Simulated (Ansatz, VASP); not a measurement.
# Pt: VASP beside Ansatz

```
CELL_PARAMETERS angstrom
2.81496 0.00000 0.00000
-1.40748 2.43783 0.00000
0.00000 0.00000 4.62239
ATOMIC_POSITIONS crystal
Pt 0.66667 0.33333 0.75000
Pt 0.33333 0.66667 0.25000
```

Change from the starting cell: strain +0.030 along x and y, -0.030 along z, atoms carried along.

Alike in both runs: task single point; functional r2SCAN; k mesh 24 × 24 × 12; occupations gaussian, width 0.15 eV; no spin polarisation.

|  | VASP | Ansatz |
| --- | --- | --- |
| version | VASP 6.6.1 | Ansatz 0.2.0 |
| potentials or method | VASP PAW PBE potentials, release 64 (Pt), cutoff 520 eV | scalar-relativistic, plane waves, PAW |
| valence electrons in the cell | 20 | 36 |

Ansatz gave:

| Property | Result |
| --- | --- |
| gap on the k mesh at the Fermi level (eV) | none |
| pressure (GPa) | -7.4 |
| traceless stress, the component that is largest in VASP (GPa) | 5.72 |

Problem. Which values does VASP return?

Solution. gap on the k mesh at the Fermi level (eV): none; pressure (GPa): -6.9; traceless stress, the component that is largest in VASP (GPa): 5.65.

VASP's potentials were made for PBE, not for r2SCAN. A gap of «none» marks a metal or a gap that the smearing closes. VASP's potentials hold 20 valence electrons a cell and Ansatz's 36, so a difference there can come from the potentials and not from the codes.

Neither program's run includes spin-orbit coupling.
